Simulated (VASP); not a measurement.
A run of VASP 6.6.1:

File INCAR:

```
SYSTEM = Mg16O
PREC = Accurate
ENCUT = 520
EDIFF = 1E-6
ISMEAR = 0
SIGMA = 0.1
LREAL = Auto
LASPH = .True.
NELM = 60
ALGO = Normal
ISIF = 2
LWAVE = .False.
LCHARG = .True.
LDIPOL = .True.
IDIPOL = 3
DIPOL = 0.5 0.5 0.328
GGA = PE
LELF = .True.
LVHAR = .True.
LVACPOTAV = .True.
NBANDS = 33
```

KPOINTS

```
Automatic mesh
0
Gamma
  6 6 1
  0 0 0
```

The input POSCAR:

```
Mg16O
1.0
    6.4201385705      0.0000000000      0.0000000000
   -3.2100692852      5.5600030979      0.0000000000
    0.0000000000      0.0000000000     24.7147783802
Mg O
16 1
Direct
    0.3333333333      0.1666666667      0.1618464847
    0.3333333333      0.6666666667      0.1618464847
    0.8333333333      0.1666666667      0.1618464847
    0.8333333333      0.6666666667      0.1618464847
    0.1666666667      0.3333333333      0.2657906286
    0.1666666667      0.8333333333      0.2657906286
    0.6666666667      0.3333333333      0.2657906286
    0.6666666667      0.8333333333      0.2657906286
    0.3333333333      0.1666666667      0.3682830748
    0.3333333333      0.6666666667      0.3682830748
    0.8333333333      0.1666666667      0.3682830748
    0.8333333333      0.6666666667      0.3682830748
    0.1666666667      0.3333333333      0.4739989249
    0.1666666667      0.8333333333      0.4739989249
    0.6666666667      0.3333333333      0.4739989249
    0.6666666667      0.8333333333      0.4739989249
    0.3333333333      0.1666666667      0.4938251192
```

Potentials or basis: VASP PAW PBE potentials, release 64 (Mg, O).

Command:

```console
$ cat potpaw_PBE.64/Mg/POTCAR potpaw_PBE.64/O/POTCAR > POTCAR
$ mpirun -np 1 vasp_std > vasp.out
```

Hardware: 1 thread of Intel(R) Xeon(R) 6975P-C (Granite Rapids), on a shared host.

Problem. Estimate the wall time of this run.

Solution. It took 5.9 min on 1 thread of Intel(R) Xeon(R) 6975P-C (Granite Rapids), with other jobs on the host, peak memory 0.85 GiB. Counts: scf iterations 26, k points 7.
